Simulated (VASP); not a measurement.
## Pt: single point with PBE

Pt:

```xyz
1
Lattice="-1.5814 1.5814 1.5814 1.5814 -1.5814 1.5814 1.5814 1.5814 -1.5814" Properties=species:S:1:pos:R:3 pbc="T T T"
Pt    0.0000    0.0000    0.0000
```

- Program: VASP 6.6.1
- Task: single point
- Functional: PBE
- Potentials or basis: VASP PAW PBE potentials, release 64 (Pt)
- Cutoff: 500 eV
- k mesh: 18 × 18 × 18
- Occupations: gaussian, width 0.1 eV
- Spin: no spin polarisation

| Property | Result |
| --- | --- |
| Pressure | -0.4 GPa |
| Band gap on the k mesh | zero (band 5 reaches 11.20 eV, above the bottom of band 6 at 9.06 eV) |

Levels at points of the mesh, in eV from the Fermi level:
| k point | band 3 | band 4 | band 5 | band 6 | band 7 | band 8 |
| --- | --- | --- | --- | --- | --- | --- |
| (0.00, 0.00, 0.00) | -3.51 | -3.51 | -1.03 | -1.03 | 17.06 | 17.06 |
| (0.50, 0.00, 0.00) | -1.21 | -0.72 | 0.24 | 1.00 | 6.25 | 13.23 |
| (0.50, 0.50, 0.50) | 0.48 | 0.48 | 0.48 | 7.63 | 7.63 | 7.63 |

It took 16 s on 1 thread of Intel Xeon 6975P-C (shared host), peak memory 0.15 GiB.

Caveat: spin-orbit coupling is left out, which moves the levels of the heavy elements.
